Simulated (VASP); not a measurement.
# V (Pm-3m) in VASP: a series of runs

The runs below take V through single point, with r2SCAN.

Program: VASP 6.6.1. These are calculated values, not measurements. Logs are shortened: lines on timing, memory, paths and dates and some standing lists are left out, and cuts for length are marked.

**1. The cell of the first run**

The structure is cubic, space group Pm-3m (No. 221). The conventional cell has a = 2.392 Å, b = 2.392 Å, c = 2.392 Å, α = 90.00°, β = 90.00°, γ = 90.00°. Within 3.2 Å of V (site symmetry m-3m) lie 6 V at 2.39 Å.

This isn't the form of V at room conditions, which is bcc.

**2. Single point, r2SCAN, collinear spin, ferromagnetic start (13.69 Å³/atom)**

File POSCAR:

```
V
1.0
    2.3921083540      0.0000000000      0.0000000000
    0.0000000000      2.3921083540      0.0000000000
    0.0000000000      0.0000000000      2.3921083540
V
1
Direct
    0.0000000000      0.0000000000      0.0000000000
```

File INCAR.step1:

```
PREC = Accurate
ENCUT = 520
ISMEAR = -1
SIGMA = 0.05
LREAL = False
LASPH = True
NELM = 150
ISPIN = 2
MAGMOM = 1
LMAXMIX = 4
NBANDS = 16
GGA = PE
ALGO = Normal
EDIFF = 1E-4
LWAVE = True
LCHARG = False
```

File INCAR.step2:

```
PREC = Accurate
ENCUT = 520
EDIFF = 1E-6
ISMEAR = -1
SIGMA = 0.05
LREAL = False
LASPH = True
NELM = 150
ALGO = Normal
ISIF = 2
LWAVE = False
LCHARG = True
ISPIN = 2
MAGMOM = 1
LORBIT = 11
LMAXMIX = 4
METAGGA = R2SCAN
LMIXTAU = True
LELF = True
LVHAR = True
NBANDS = 16
ISTART = 1
```

File KPOINTS:

```
Automatic mesh
0
Gamma
  15 15 15
```

Potentials or basis: VASP PAW PBE potentials, release 64 (V_sv).

Started as:

```sh
cat potpaw_PBE.64/V_sv/POTCAR > POTCAR
cp INCAR.step1 INCAR
mpirun -np 1 vasp_std > vasp.out
cp INCAR.step2 INCAR
mpirun -np 1 vasp_std > vasp.out
```

OUTCAR:

```text
PREC = Accurate
   ENCUT = 520
   EDIFF = 1E-6
   ISMEAR = -1
   LREAL = False
   LASPH = True
   NELM = 150
   ISIF = 2
   ISPIN = 2
   LORBIT = 11
   METAGGA = R2SCAN
   ISTART = 1

 ion  position               nearest neighbor table
   1  0.000  0.000  0.000-

  LATTYP: Found a simple cubic cell.
 ALAT       =     2.3921083540

  Lattice vectors:

 A1 = (   2.3921083540,   0.0000000000,   0.0000000000)
 A2 = (   0.0000000000,   2.3921083540,   0.0000000000)
 A3 = (   0.0000000000,   0.0000000000,   2.3921083540)

Analysis of symmetry for initial positions (statically):
=====================================================================
 Subroutine PRICEL returns:
 Original cell was already a primitive cell.

 Routine SETGRP: Setting up the symmetry group for a
 simple cubic supercell.

 Subroutine GETGRP returns: Found 48 space group operations
 (whereof 48 operations were pure point group operations)
 out of a pool of 48 trial point group operations.

The static configuration has the point symmetry O_h .

Analysis of symmetry for dynamics (positions and initial velocities):
=====================================================================
 Subroutine PRICEL returns:
 Original cell was already a primitive cell.

 Routine SETGRP: Setting up the symmetry group for a
 simple cubic supercell.

 Subroutine GETGRP returns: Found 48 space group operations
 (whereof 48 operations were pure point group operations)
 out of a pool of 48 trial point group operations.

The dynamic configuration has the point symmetry O_h .

Analysis of structural, dynamic, and magnetic symmetry:
=====================================================================
 Subroutine PRICEL returns:
 Original cell was already a primitive cell.

 Routine SETGRP: Setting up the symmetry group for a
 simple cubic supercell.

 Subroutine GETGRP returns: Found 48 space group operations
 (whereof 48 operations were pure point group operations)
 out of a pool of 48 trial point group operations.

The overall configuration has the point symmetry O_h .

 Subroutine INISYM returns: Found 48 space group operations
 (whereof 48 operations are pure point group operations),
 and found     1 'primitive' translations

----------------------------------------------------------------------------------------

                                     Primitive cell

  volume of cell :      13.6881

  direct lattice vectors                    reciprocal lattice vectors
     2.392108354  0.000000000  0.000000000     0.418041264  0.000000000  0.000000000
     0.000000000  2.392108354  0.000000000     0.000000000  0.418041264  0.000000000
     0.000000000  0.000000000  2.392108354     0.000000000  0.000000000  0.418041264

  length of vectors
     2.392108354  2.392108354  2.392108354     0.418041264  0.418041264  0.418041264

  position of ions in fractional coordinates (direct lattice)
     0.000000000  0.000000000  0.000000000

  ion indices of the primitive-cell ions
   primitive index   ion index
                 1           1

----------------------------------------------------------------------------------------

 KPOINTS: Automatic mesh

Automatic generation of k-mesh.
 Grid dimensions read from file:
 generate k-points for:   15   15   15

 Generating k-lattice:

  Cartesian coordinates                     Fractional coordinates (reciprocal lattice)
     0.027869418  0.000000000  0.000000000     0.066666667  0.000000000  0.000000000
     0.000000000  0.027869418  0.000000000     0.000000000  0.066666667  0.000000000
     0.000000000  0.000000000  0.027869418     0.000000000  0.000000000  0.066666667

  Length of vectors
     0.027869418  0.027869418  0.027869418

  Shift w.r.t. Gamma in fractional coordinates (k-lattice)
     0.000000000  0.000000000  0.000000000

 Subroutine IBZKPT returns following result:
 ===========================================

 Found    120 irreducible k-points:

 Following reciprocal coordinates:
            Coordinates               Weight
  0.000000  0.000000  0.000000      1.000000
  0.066667  0.000000  0.000000      6.000000
  0.133333  0.000000  0.000000      6.000000
  0.200000  0.000000  0.000000      6.000000
  0.266667  0.000000  0.000000      6.000000
  0.333333  0.000000  0.000000      6.000000
[... 16 lines left out ...]
  0.266667  0.200000  0.000000     24.000000
  0.333333  0.200000  0.000000     24.000000
 [... further k-points ...]
   k-points           NKPTS =    120   k-points in BZ     NKDIM =    120   number of bands    NBANDS=     16
   number of dos      NEDOS =    301   number of ions     NIONS =      1
   total plane-waves  NPLWV =   5832
   dimension x,y,z NGX =    18 NGY =   18 NGZ =   18
   dimension x,y,z NGXF=    36 NGYF=   36 NGZF=   36
   ions per type =               1
   NGX,Y,Z   is equivalent  to a cutoff of  12.51, 12.51, 12.51 a.u.
   NGXF,Y,Z  is equivalent  to a cutoff of  25.02, 25.02, 25.02 a.u.
 SYSTEM =  unknown system
   PREC   = accura    normal or accurate (medium, high low for compatibility)
   ISTART =      1    job   : 0-new  1-cont  2-samecut
   ICHARG =      0    charge: 1-file 2-atom 10-const
   ISPIN  =      2    spin polarized calculation?
   LNONCOLLINEAR =      F non collinear calculations
   LSORBIT =      F    spin-orbit coupling
   LASPH  =      T    aspherical Exc in radial PAW
   ENCUT  =  520.0 eV  38.22 Ry    6.18 a.u.   4.45  4.45  4.45*2*pi/ulx,y,z
   NELM   =    150;   NELMIN=  2; NELMDL=  0     # of ELM steps
   EDIFF  = 0.1E-05   stopping-criterion for ELM
   LREAL  =      F    real-space projection
   EDIFFG = 0.1E-04   stopping-criterion for IOM
   NSW    =      0    number of steps for IOM
   IBRION =     -1    ionic relax: 0-MD 1-quasi-New 2-CG
   NFREE  =      0    steps in history (QN), initial steepest desc. (CG)
   ISIF   =      2    stress and relaxation
   ISYM   =      2    0-nonsym 1-usesym 2-fastsym
   POTIM  = 0.5000    time-step for ionic-motion
   TEBEG  =    0.0;   TEEND  =   0.0 temperature during run
   PSTRESS=    0.0 pullay stress
   NELECT =      13.0000    total number of electrons
   NUPDOWN=      -1.0000    fix difference up-down
   EMIN   =  10.00;   EMAX   =-10.00  energy-range for DOS
   EFERMI =   0.00;   METHOD = LEGACY
   ISMEAR =    -1;   SIGMA  =   0.05  broadening in eV -4-tet -1-fermi 0-gaus
   EFERMI_NEDOS =   21; number of points for ismear=-14 and -15
   IALGO  =     38    algorithm
   IMIX   =      4    mixing-type and parameters
     AMIX     =   0.40;   BMIX     =  1.00
     AMIX_MAG =   1.60;   BMIX_MAG =  1.00
  volume/ion in A,a.u.               =      13.69        92.37
  Fermi-wavevector in a.u.,A,eV,Ry     =   1.609194  3.040936 35.232364  2.589506
  Thomas-Fermi vector in A             =   2.704943
   LORBIT       =     11    0 simple, 1 ext, 2 COOP (PROOUT), +10 PAW based schemes
   METAGGA = R2SCAN    functional components
   LHFCALC =     F    Hartree Fock is set to
   AEXX    =    0.0000 exact exchange contribution
   IVDW    =     0    specifies the selected vdW correction
   LEPSILON=     F    determine dielectric tensor
   LRPA    =     F    only Hartree local field effects (RPA)
 spin polarized calculation
  energy-cutoff  :      520.00
  volume of cell :       13.69
 maximum number of plane-waves:       383
 NGX is ok and might be reduce to    18
   NGX =  9   NGY =  9   NGZ =  9

 number of electron      13.0000002 magnetization       0.0002547

 Free energy of the ion-electron system (eV)
  ---------------------------------------------------
  ext. energy  EPLUGINS =         0.00000000
  ---------------------------------------------------
  free energy    TOTEN  =       -13.24409014 eV

  energy without entropy =      -13.23163597  energy(sigma->0) =      -13.23786305

 E-fermi :   9.6656     XC(G=0): -13.8047

 val. band max:        9.6616214693   @ k =   0.4000   0.2000   0.2000
 cond. band min:       9.6708460327   @ k =   0.4667   0.3333   0.2000
 fundamental gap:      0.0092245633
 Fermi energy:         9.6656240975

 spin component 1

 k-point     1 :       0.0000    0.0000    0.0000
  band No.  band energies     occupation
      1     -56.7163      1.00000
      2     -28.6830      1.00000
      3     -28.6830      1.00000
      4     -28.6829      1.00000
      5       2.7128      1.00000
      6       7.1097      1.00000
[... 8 lines left out ...]
     15      34.8398      0.00000
     16      38.4754      0.00000

 k-point     2 :       0.0667    0.0000    0.0000
  band No.  band energies     occupation
      1     -56.7069      1.00000
      2     -28.7443      1.00000
      3     -28.6778      1.00000
      4     -28.6778      1.00000
      5       2.8604      1.00000
      6       7.1449      1.00000
[... 8 lines left out ...]
     15      35.5724      0.00000
     16      39.2233      0.00000

 k-point     3 :       0.1333    0.0000    0.0000
  band No.  band energies     occupation
      1     -56.6801      1.00000
      2     -28.9160      1.00000
      3     -28.6633      1.00000
      4     -28.6633      1.00000
      5       3.2855      1.00000
      6       7.2454      1.00000
[... 8 lines left out ...]
     15      36.1878      0.00000
     16      41.5653      0.00000
[... 362 lines left out ...]
 k-point    23 :       0.2667    0.2000    0.0000
  band No.  band energies     occupation
      1     -56.5207      1.00000
      2     -29.3862      1.00000
      3     -29.0780      1.00000
      4     -28.5775      1.00000
      5       5.6655      1.00000
      6       8.1173      1.00000
[... 8 lines left out ...]
     15      38.6265      0.00000
     16      43.2109      0.00000

 k-point    24 :       0.3333    0.2000    0.0000
  band No.  band energies     occupation
      1     -56.4771      1.00000
      2     -29.6407      1.00000
      3     -29.0485      1.00000
      4     -28.5543      1.00000
      5       6.3463      1.00000
      6       8.2181      1.00000
[... 8 lines left out ...]
     15      36.9466      0.00000
     16      42.7438      0.00000

 [... further k-points ...]

 spin component 2

 k-point     1 :       0.0000    0.0000    0.0000
  band No.  band energies     occupation
      1     -56.7161      1.00000
      2     -28.6827      1.00000
      3     -28.6827      1.00000
      4     -28.6827      1.00000
      5       2.7130      1.00000
      6       7.1101      1.00000
[... 8 lines left out ...]
     15      34.8400      0.00000
     16      38.4754      0.00000

 k-point     2 :       0.0667    0.0000    0.0000
  band No.  band energies     occupation
      1     -56.7066      1.00000
      2     -28.7441      1.00000
      3     -28.6776      1.00000
      4     -28.6776      1.00000
      5       2.8605      1.00000
      6       7.1452      1.00000
[... 8 lines left out ...]
     15      35.5726      0.00000
     16      39.2234      0.00000

 k-point     3 :       0.1333    0.0000    0.0000
  band No.  band energies     occupation
      1     -56.6798      1.00000
      2     -28.9157      1.00000
      3     -28.6630      1.00000
      4     -28.6630      1.00000
      5       3.2856      1.00000
      6       7.2458      1.00000
[... 8 lines left out ...]
     15      36.1880      0.00000
     16      41.5654      0.00000
[... 362 lines left out ...]
 k-point    23 :       0.2667    0.2000    0.0000
  band No.  band energies     occupation
      1     -56.5204      1.00000
      2     -29.3860      1.00000
      3     -29.0778      1.00000
      4     -28.5772      1.00000
      5       5.6656      1.00000
      6       8.1177      1.00000
[... 8 lines left out ...]
     15      38.6267      0.00000
     16      43.2111      0.00000

 k-point    24 :       0.3333    0.2000    0.0000
  band No.  band energies     occupation
      1     -56.4768      1.00000
      2     -29.6405      1.00000
      3     -29.0483      1.00000
      4     -28.5540      1.00000
      5       6.3464      1.00000
      6       8.2184      1.00000
[... 8 lines left out ...]
     15      36.9469      0.00000
     16      42.7441      0.00000

 [... further k-points ...]

------------------------ aborting loop because EDIFF is reached ----------------------------------------

  FORCE on cell =-STRESS in cart. coord.  units (eV):
  Direction    XX          YY          ZZ          XY          YZ          ZX
  --------------------------------------------------------------------------------------
  -------------------------------------------------------------------------------------
  Total        0.8226045      0.8226045      0.8226045      0.0000000      0.0000000      0.0000000
  in kB       96.2851065     96.2851065     96.2851065      0.0000000      0.0000000      0.0000000
  external PRESSURE =      96.2851065 kB  Pullay stress =       0.0000000 kB

 VOLUME and BASIS-vectors are now :
 -----------------------------------------------------------------------------
  energy-cutoff  :      520.00
  volume of cell :       13.69
      direct lattice vectors                 reciprocal lattice vectors
     2.392108354  0.000000000  0.000000000     0.418041264  0.000000000  0.000000000
     0.000000000  2.392108354  0.000000000     0.000000000  0.418041264  0.000000000
     0.000000000  0.000000000  2.392108354     0.000000000  0.000000000  0.418041264

 POSITION                                       TOTAL-FORCE (eV/Angst)
 -----------------------------------------------------------------------------------
      0.00000      0.00000      0.00000         0.000000      0.000000      0.000000
 -----------------------------------------------------------------------------------
    total drift:                               -0.000000      0.000000      0.000000

  FREE ENERGIE OF THE ION-ELECTRON SYSTEM (eV)
  ---------------------------------------------------
  free  energy   TOTEN  =       -13.2440901381 eV

  energy  without entropy=      -13.2316359691  energy(sigma->0) =      -13.23786305

 total charge

# of ion       s       p       d       tot
------------------------------------------
    1        2.363   6.192   3.274  11.829

 magnetization (x)

# of ion       s       p       d       tot
------------------------------------------
    1        0.000   0.000   0.000   0.000
```

Wall time 1.9 min (1 thread of Intel Xeon Platinum 8259CL at 2.50GHz (Skylake/Cascade Lake), shared host); peak memory 0.15 GiB.

What came out:

* Free energy: -13.2441 eV
* Pressure: 9.6 GPa
* Net moment: 0.00 μB per cell
* Valence electrons inside the program's atomic spheres: V 11.83

Caveat: the cell stands under pressure; the PAW data sets were made with another functional, which shifts forces and pressure a little.

**3. Single point, r2SCAN, collinear spin, ferromagnetic start (14.26 Å³/atom)**

This run uses another cell than the first one, of 14.26 Å³/atom.

File POSCAR:

```
V
1.0
    2.4248810340      0.0000000000      0.0000000000
    0.0000000000      2.4248810340      0.0000000000
    0.0000000000      0.0000000000      2.4248810340
V
1
Direct
    0.0000000000      0.0000000000      0.0000000000
```

File INCAR.step1:

```
SYSTEM = V
ALGO = Normal ; EDIFF = 1E-4
ENCUT = 520 ; GGA = PE
ISMEAR = -1 ; ISPIN = 2
LASPH = .True. ; LCHARG = .False.
LMAXMIX = 4 ; LREAL = .False.
LWAVE = .True. ; MAGMOM = 1
NBANDS = 16 ; NELM = 150
PREC = Accurate ; SIGMA = 0.05
```

File INCAR.step2:

```
SYSTEM = V
ALGO = Normal ; EDIFF = 1E-6
ENCUT = 520 ; ISIF = 2
ISMEAR = -1 ; ISPIN = 2
ISTART = 1 ; LASPH = .True.
LCHARG = .False. ; LMAXMIX = 4
LMIXTAU = .True. ; LORBIT = 11
LREAL = .False. ; LWAVE = .False.
MAGMOM = 1 ; METAGGA = R2SCAN
NBANDS = 16 ; NELM = 150
PREC = Accurate ; SIGMA = 0.05
```

File KPOINTS:

```
k-points
0
Gamma
  15 15 15
  0 0 0
```

Potentials or basis: VASP PAW PBE potentials, release 64 (V_sv).

Started as:

```sh
cat potpaw_PBE.64/V_sv/POTCAR > POTCAR
cp INCAR.step1 INCAR
mpirun -np 1 vasp_std > vasp.out
cp INCAR.step2 INCAR
mpirun -np 1 vasp_std > vasp.out
```

Wall time 2 min (1 thread of Intel Xeon Platinum 8259CL at 2.50GHz (Skylake/Cascade Lake), shared host); peak memory 0.15 GiB.

The run converged. Its results:

- Free energy: -13.2660 eV
- Pressure: 2.8 GPa
- Net moment: 0.00 μB per cell
- Valence electrons inside the program's atomic spheres: V 11.76

Levels at points of the mesh, in eV from the Fermi level:
Spin up:
```tsv
k point	band 3	band 4	band 5	band 6	band 7	band 8	band 9	band 10	band 11	band 12
(0.00, 0.00, 0.00)	-38.44	-38.44	-6.86	-2.42	-2.42	4.01	4.01	4.01	19.70	19.70
```
Spin down:
| k point | band 4 | band 5 | band 6 | band 7 | band 8 | band 9 | band 10 | band 11 |
| --- | --- | --- | --- | --- | --- | --- | --- | --- |
| (0.00, 0.00, 0.00) | -38.44 | -6.86 | -2.42 | -2.42 | 4.01 | 4.01 | 4.01 | 19.70 |

Caveat: the PAW data sets were made with another functional, which shifts forces and pressure a little.
